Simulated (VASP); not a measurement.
# PtS2 (P-3m1) in VASP: a series of runs

Runs on PtS2. Level: PBE+U. Tasks: single point.

Everything below comes from runs of VASP 6.6.1. Logs are shortened: lines on timing, memory, paths and dates and some standing lists are left out, and cuts for length are marked.

### Step 1. The cell of the first run

It takes space group P-3m1 (No. 164, trigonal). Conventional cell: a = 3.543 Å, b = 3.543 Å, c = 5.039 Å, α = 90.00°, β = 90.00°, γ = 120.00°. Pt (site symmetry -3m) has 6 S at 2.40 Å within 3.2 Å. Within 3.2 Å of S (site symmetry 3m) lie 3 Pt at 2.40 Å.

### Step 2. Single point, PBE+U

INCAR

```
PREC = Accurate
ENCUT = 520
EDIFF = 1E-6
ISMEAR = 0
SIGMA = 0.1
LREAL = F
LASPH = T
NELM = 150
ALGO = Normal
ISIF = 2
LWAVE = F
LCHARG = T
LMAXMIX = 4
LDAU = T
LDAUTYPE = 2
LDAUL = 2 -1
LDAUU = 0.95 0
LDAUJ = 0 0
LDAUPRINT = 1
GGA = PE
LELF = T
LVHAR = T
NBANDS = 18
ISYM = 0
```

KPOINTS

```
regular mesh
0
Gamma
  7 3 4
```

POSCAR

```
PtS2
1.0
    3.5431994758      0.0000000000      0.0000000000
   -1.7715997379      3.0685007567      0.0000000000
    0.0000000000      0.0000000000      5.0388000000
Pt S
1 2
Direct
    0.0000000000      0.0000000000      0.0000000000
    0.3333333333      0.6666666667      0.2500000000
    0.6666666667      0.3333333333      0.7500000000
```

Potentials or basis: VASP PAW PBE potentials, release 64 (Pt, S).

Command:

```bash
> cat potpaw_PBE.64/Pt/POTCAR potpaw_PBE.64/S/POTCAR > POTCAR
> mpirun -np 1 vasp_std > vasp.out
```

OUTCAR:

```text
PREC = Accurate
   ENCUT = 520
   EDIFF = 1E-6
   ISMEAR = 0
   LREAL = F
   LASPH = T
   NELM = 150
   ISIF = 2
   GGA = PE
   ISYM = 0

 ion  position               nearest neighbor table
   1  0.000  0.000  0.000-   2 2.40   3 2.40   2 2.40   3 2.40   3 2.40   2 2.40
   2  0.333  0.667  0.250-   1 2.40   1 2.40   1 2.40
   3  0.667  0.333  0.750-   1 2.40   1 2.40   1 2.40

IMPORTANT INFORMATION: All symmetrisations will be switched off!
NOSYMM: (Re-)initialisation of all symmetry stuff for point group C_1.

----------------------------------------------------------------------------------------

                                     Primitive cell

  volume of cell :      54.7834

  direct lattice vectors                    reciprocal lattice vectors
     3.543199476  0.000000000  0.000000000     0.282230794  0.162946025  0.000000000
    -1.771599738  3.068500757  0.000000000     0.000000000  0.325892049  0.000000000
     0.000000000  0.000000000  5.038800000     0.000000000  0.000000000  0.198459951

  length of vectors
     3.543199476  3.543199476  5.038800000     0.325892049  0.325892049  0.198459951

  position of ions in fractional coordinates (direct lattice)
     0.000000000  0.000000000  0.000000000
     0.333333333  0.666666667  0.250000000
     0.666666667  0.333333333  0.750000000

  ion indices of the primitive-cell ions
   primitive index   ion index
                 1           1
                 2           2
                 3           3

----------------------------------------------------------------------------------------

 KPOINTS: regular mesh

Automatic generation of k-mesh.
 Grid dimensions read from file:
 generate k-points for:    7    3    4

 Generating k-lattice:

  Cartesian coordinates                     Fractional coordinates (reciprocal lattice)
     0.040318685  0.023278004  0.000000000     0.142857143  0.000000000  0.000000000
[... 119 lines left out ...]
  volume of cell :       54.78
 maximum number of plane-waves:      1507
   NGX = 13   NGY = 13   NGZ = 19

atom =   1  type =  1  l = 2

 onsite density matrix

spin component  1

  0.8227 -0.0012 -0.0001  0.1139  0.0001
 -0.0012  0.7444 -0.0001  0.0005  0.1151
 -0.0001 -0.0001  0.9044 -0.0002 -0.0001
  0.1139  0.0005 -0.0002  0.7446 -0.0011
  0.0001  0.1151 -0.0001 -0.0011  0.8226

spin component  2

  0.8227 -0.0012 -0.0001  0.1139  0.0001
 -0.0012  0.7444 -0.0001  0.0005  0.1151
 -0.0001 -0.0001  0.9044 -0.0002 -0.0001
  0.1139  0.0005 -0.0002  0.7446 -0.0011
  0.0001  0.1151 -0.0001 -0.0011  0.8226

 occupancies and eigenvectors

  o =  0.6610  v =  0.3178  0.6810 -0.0000 -0.4436 -0.4882  0.0000  0.0000  0.0000  0.0000  0.0000      0.0000  0.0000  0.0000  0.0000  0.0000  0.0000  0.0000  0.0000  0.0000  0.0000
  o =  0.6610  v =  0.0000  0.0000  0.0000  0.0000  0.0000  0.3178  0.6810 -0.0000 -0.4436 -0.4882      0.0000  0.0000  0.0000  0.0000  0.0000  0.0000  0.0000  0.0000  0.0000  0.0000
  o =  0.6642  v = -0.4866  0.4440  0.0006  0.6822 -0.3173  0.0000  0.0000  0.0000  0.0000  0.0000      0.0000  0.0000  0.0000  0.0000  0.0000  0.0000  0.0000  0.0000  0.0000  0.0000
  o =  0.6642  v =  0.0000  0.0000  0.0000  0.0000  0.0000 -0.4866  0.4440  0.0006  0.6822 -0.3173      0.0000  0.0000  0.0000  0.0000  0.0000  0.0000  0.0000  0.0000  0.0000  0.0000
  o =  0.9036  v = -0.6885 -0.2811 -0.2243 -0.4913 -0.3940  0.0000  0.0000  0.0000  0.0000  0.0000      0.0000  0.0000  0.0000  0.0000  0.0000  0.0000  0.0000  0.0000  0.0000  0.0000
  o =  0.9036  v =  0.0000  0.0000  0.0000  0.0000  0.0000 -0.6885 -0.2811 -0.2243 -0.4913 -0.3940      0.0000  0.0000  0.0000  0.0000  0.0000  0.0000  0.0000  0.0000  0.0000  0.0000
  o =  0.9045  v =  0.0000  0.0000  0.0000  0.0000  0.0000 -0.1672 -0.0536  0.9743 -0.1200 -0.0747      0.0000  0.0000  0.0000  0.0000  0.0000  0.0000  0.0000  0.0000  0.0000  0.0000
  o =  0.9045  v = -0.1672 -0.0536  0.9743 -0.1200 -0.0747  0.0000  0.0000  0.0000  0.0000  0.0000      0.0000  0.0000  0.0000  0.0000  0.0000  0.0000  0.0000  0.0000  0.0000  0.0000
  o =  0.9056  v = -0.4001  0.5071 -0.0218 -0.2865  0.7072  0.0000  0.0000  0.0000  0.0000  0.0000      0.0000  0.0000  0.0000  0.0000  0.0000  0.0000  0.0000  0.0000  0.0000  0.0000
  o =  0.9056  v =  0.0000  0.0000  0.0000  0.0000  0.0000 -0.4001  0.5071 -0.0218 -0.2865  0.7072      0.0000  0.0000  0.0000  0.0000  0.0000  0.0000  0.0000  0.0000  0.0000  0.0000

 number of electron      22.0000000 magnetization

 Free energy of the ion-electron system (eV)
  ---------------------------------------------------
  ext. energy  EPLUGINS =         0.00000000
  ---------------------------------------------------
  free energy    TOTEN  =       -14.69971590 eV

  energy without entropy =      -14.69970470  energy(sigma->0) =      -14.69971030

 E-fermi :   7.0642     XC(G=0): -10.6880

 val. band max:        6.8443285979   @ k =   0.0000   0.0000   0.0000
 cond. band min:       7.3023423418   @ k =  -0.2857   0.0000   0.2500
 fundamental gap:      0.4580137439
 Fermi energy:         7.0641611504

 k-point     1 :       0.0000    0.0000    0.0000
  band No.  band energies     occupation
      1      -8.4005      2.00000
      2      -5.5873      2.00000
      3      -0.3031      2.00000
      4       0.3381      2.00000
      5       0.3404      2.00000
      6       2.8223      2.00000
[... 481 lines left out ...]
      5       1.0670      2.00000
      6       1.8369      2.00000
[... 10 lines left out ...]
     17      15.6107      0.00000
     18      16.2377      0.00000

 [... further k-points ...]
[... 5 lines left out ...]
  --------------------------------------------------------------------------------------
  -------------------------------------------------------------------------------------
  Total        0.6932416      0.6626541      0.0505823      0.0257617     -0.0282322     -0.0515392
  in kB       20.2743164     19.3797653      1.4793139      0.7534169     -0.8256694     -1.5072994
  external PRESSURE =      13.7111319 kB  Pullay stress =       0.0000000 kB

 VOLUME and BASIS-vectors are now :
 -----------------------------------------------------------------------------
  energy-cutoff  :      520.00
  volume of cell :       54.78
      direct lattice vectors                 reciprocal lattice vectors
     3.543199476  0.000000000  0.000000000     0.282230794  0.162946025  0.000000000
    -1.771599738  3.068500757  0.000000000     0.000000000  0.325892049  0.000000000
     0.000000000  0.000000000  5.038800000     0.000000000  0.000000000  0.198459951

 POSITION                                       TOTAL-FORCE (eV/Angst)
 -----------------------------------------------------------------------------------
      0.00000      0.00000      0.00000         0.000000      0.000000     -0.000000
     -0.00000      2.04567      1.25970        -0.035263     -0.017347     -0.452660
      1.77160      1.02283      3.77910         0.035263      0.017347      0.452660
 -----------------------------------------------------------------------------------
    total drift:                                0.000001     -0.000000     -0.000001

  FREE ENERGIE OF THE ION-ELECTRON SYSTEM (eV)
  ---------------------------------------------------
  free  energy   TOTEN  =       -14.6997159035 eV

  energy  without entropy=      -14.6997046980  energy(sigma->0) =      -14.69971030
```

OSZICAR:

```text
N       E                     dE             d eps       ncg     rms          rms(c)
DAV:   1     0.109058782121E+03    0.10906E+03   -0.10366E+04  1580   0.109E+03
DAV:   2    -0.106190236892E+02   -0.11968E+03   -0.11561E+03  1894   0.218E+02
DAV:   3    -0.157322851331E+02   -0.51133E+01   -0.50765E+01  1992   0.456E+01
DAV:   4    -0.157835938660E+02   -0.51309E-01   -0.51288E-01  2048   0.503E+00
DAV:   5    -0.157843931506E+02   -0.79928E-03   -0.79921E-03  2036   0.610E-01    0.184E+01
DAV:   6    -0.148942442581E+02    0.89015E+00   -0.51970E+00  1620   0.225E+01    0.116E+01
DAV:   7    -0.147148667712E+02    0.17938E+00   -0.99560E-01  1618   0.100E+01    0.555E+00
DAV:   8    -0.147012803084E+02    0.13586E-01   -0.48880E-02  1818   0.178E+00    0.111E+00
DAV:   9    -0.146994630244E+02    0.18173E-02   -0.83708E-03  1932   0.919E-01    0.196E-01
DAV:  10    -0.146996931494E+02   -0.23013E-03   -0.14124E-03  1906   0.270E-01    0.959E-02
DAV:  11    -0.146997093479E+02   -0.16198E-04   -0.61726E-05  2044   0.683E-02    0.509E-02
DAV:  12    -0.146997140768E+02   -0.47289E-05   -0.10709E-05  1746   0.264E-02    0.156E-02
DAV:  13    -0.146997156928E+02   -0.16160E-05   -0.38137E-06  1910   0.146E-02    0.388E-03
DAV:  14    -0.146997159035E+02   -0.21077E-06   -0.26306E-07  1122   0.379E-03
   1 F= -.14699716E+02 E0= -.14699710E+02  d E =-.112055E-04
```

stdout:

```text
POSCAR found type information on POSCAR PtS
 POSCAR found :  2 types and       3 ions
 scaLAPACK will be used
 LDA part: xc-table for (Slater+PW92), standard interpolation
 -----------------------------------------------------------------------------
|                                                                             |
|           W    W    AA    RRRRR   N    N  II  N    N   GGGG   !!!           |
|           W    W   A  A   R    R  NN   N  II  NN   N  G    G  !!!           |
|           W    W  A    A  R    R  N N  N  II  N N  N  G       !!!           |
|           W WW W  AAAAAA  RRRRR   N  N N  II  N  N N  G  GGG   !            |
|           WW  WW  A    A  R   R   N   NN  II  N   NN  G    G                |
|           W    W  A    A  R    R  N    N  II  N    N   GGGG   !!!           |
|                                                                             |
|     Your reciprocal lattice and k-lattice belong to different lattice       |
|     classes:                                                                |
|                                                                             |
|        The reciprocal lattice is hexagonal,                                 |
|        whereas your k-lattice is simple monoclinic.                         |
|                                                                             |
|     Results are often still useful ...                                      |
|                                                                             |
 -----------------------------------------------------------------------------

 POSCAR, INCAR and KPOINTS ok, starting setup
 FFT: planning ... GRIDC
 FFT: planning ... GRID_SOFT
 FFT: planning ... GRID
 WAVECAR not read
 entering main loop
```

Run time: 51 s. Hardware: 1 thread of AMD EPYC 7R43 (Zen 3), shared host; peak memory 0.16 GiB.

What came out:

```
Free energy            : -14.6997 eV
Pressure               : 1.4 GPa
Largest force          : 0.454 eV/Å
Band gap on the k mesh : 0.46 eV, indirect (least direct gap 0.91 eV)
```

Forces on the atoms (eV/Å):
```
Pt   0.000  0.000  0.000
S   -0.035 -0.017 -0.453
S    0.035  0.017  0.453
```

Eigenvalues of the final occupation matrices:
| site | spin | trace | eigenvalues |
| --- | --- | --- | --- |
| site 1 d | 1 | 4.04 | 0.66 0.66 0.90 0.90 0.91 |
| site 1 d | 2 | 4.04 | 0.66 0.66 0.90 0.90 0.91 |

Caveat: the k points lie up to 0.68 Å⁻¹ apart; spin-orbit coupling is left out, which moves the levels of the heavy elements.

### Step 3. Single point, PBE+U

This run uses another cell than the first one, of 18.63 Å³/atom, 1.020 times its volume.

INCAR

```
ALGO = Normal
EDIFF = 1E-6
ENCUT = 500
GGA = PE
GGA_COMPAT = False
ISIF = 2
ISMEAR = 0
LASPH = True
LCHARG = False
LDAU = True
LDAUJ = 0 0
LDAUL = 2 -1
LDAUPRINT = 1
LDAUTYPE = 2
LDAUU = 1 0
LMAXMIX = 4
LREAL = False
LWAVE = False
NBANDS = 22
NELM = 200
PREC = Accurate
SIGMA = 0.01
```

KPOINTS

```
k-points
0
Gamma
  6 6 4
```

POSCAR

```
PtS2
1.0
    3.5666650568      0.0000000000      0.0000000000
   -1.7833325284      3.0888225460      0.0000000000
    0.0000000000      0.0000000000      5.0721705089
Pt S
1 2
Direct
    0.0000000000      0.0000000000      0.0000000000
    0.3333333333      0.6666666667      0.2500000000
    0.6666666667      0.3333333333      0.7500000000
```

Potentials or basis: VASP PAW PBE potentials, release 64 (Pt_sv_GW, S).

Command:

```bash
> cat potpaw_PBE.64/Pt_sv_GW/POTCAR potpaw_PBE.64/S/POTCAR > POTCAR
> mpirun -np 1 vasp_std > vasp.out
```

It took 29 s on 1 thread of Intel Xeon Platinum 8259CL at 2.50GHz (Skylake/Cascade Lake), shared host; peak memory 0.19 GiB.

It converged, with:

* Free energy: -14.4650 eV
* Pressure: -1.5 GPa
* Largest force: 0.566 eV/Å
* Band gap on the k mesh: 0.54 eV, indirect (least direct gap 1.32 eV)

Forces on the atoms (eV/Å):
```
Pt   0.000  0.000  0.000
S    0.000  0.000 -0.566
S    0.000  0.000  0.566
```

Stress tensor (GPa, compression positive):
```
-1.10  0.00  0.00
 0.00 -1.10  0.00
 0.00  0.00 -2.35
```

Levels at points of the mesh, in eV from the valence-band top:
```csv
k point,band 11,band 12,band 13,band 14,band 15,band 16,band 17,band 18,band 19,band 20
"(0.00, 0.00, 0.00)",-3.88,-2.34,-1.10,-1.10,0.00,1.72,1.72,4.56,5.11,8.02
"(0.50, 0.00, 0.00)",-3.42,-3.22,-3.13,-3.11,-2.59,1.24,2.34,5.31,6.36,7.86
"(0.00, 0.00, 0.50)",-3.91,-2.80,-1.41,-1.41,-1.38,2.37,2.37,5.55,6.82,7.68
"(0.50, 0.00, 0.50)",-3.33,-3.23,-2.86,-2.61,-1.47,1.35,1.99,4.88,5.31,7.45
```

Eigenvalues of the final occupation matrices:
| site | spin | trace | eigenvalues |
| --- | --- | --- | --- |
| site 1 d | 1 | 3.75 | 0.59 0.59 0.86 0.86 0.86 |
| site 1 d | 2 | 3.75 | 0.59 0.59 0.86 0.86 0.86 |

Caveat: spin-orbit coupling is left out, which moves the levels of the heavy elements. A k mesh can miss the band edges.
